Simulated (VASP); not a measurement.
GaBiO4:

```
CELL_PARAMETERS angstrom
3.66293 0.00000 0.00000
0.00000 3.66293 0.00000
0.00000 0.00000 5.18013
ATOMIC_POSITIONS crystal
Ga 0.00000 0.00000 0.00000
Bi 0.50000 0.50000 0.50000
O 0.50000 0.00000 0.72658
O 0.00000 0.50000 0.27342
O 0.50000 0.00000 0.27342
O 0.00000 0.50000 0.72658
```

The cell was generated, and may not be a known phase.

| Item | Value |
| --- | --- |
| Program | VASP 6.6.1 |
| Task | relaxation of cell and atoms |
| Functional | PBE |
| Potentials or basis | VASP PAW PBE potentials, release 64 (Ga_d, Bi_d, O) |
| Cutoff | 600 eV |
| k mesh | 6 × 6 × 4 |
| Occupations | gaussian, width 0.1 eV |
| Spin | no spin polarisation |

At the start: pressure 5.1 GPa; volume 11.58 Å³/atom.

How do energy, volume and symmetry change on relaxing?

Over 6 steps the energy falls by 172.7 meV/atom and the volume is 11.42 Å³/atom (-1.4 %); space group P4/mmm (No. 123, to 0.1 Å) before and after.

The path:
| step | energy change (eV) | largest force (eV/Å) | pressure (GPa) | volume (Å³) |
| --- | --- | --- | --- | --- |
| 1 | 0.0000 | 3.2426 | 5.11 | 69.50 |
| 2 | -0.8806 | 0.0425 | -8.74 | 73.28 |
| 3 | -0.8930 | 0.3223 | -7.83 | 72.84 |
| 4 | -1.0216 | 0.2554 | 2.30 | 67.50 |
| 5 | -1.0336 | 0.1073 | -0.28 | 68.63 |
| 6 | -1.0364 | 0.0088 | 0.00 | 68.54 |

Final structure:
```
Ga Bi O
1.0
     3.65176    0.00000    0.00000
     0.00000    3.65176    0.00000
     0.00000    0.00000    5.13984
Ga Bi O
1 1 4
Cartesian
  0.0000 0.0000 0.0000
  1.8259 1.8259 2.5699
  1.8259 0.0000 3.8976
  3.6518 1.8259 1.2423
  1.8259 0.0000 1.2423
  0.0000 1.8259 3.8976
```
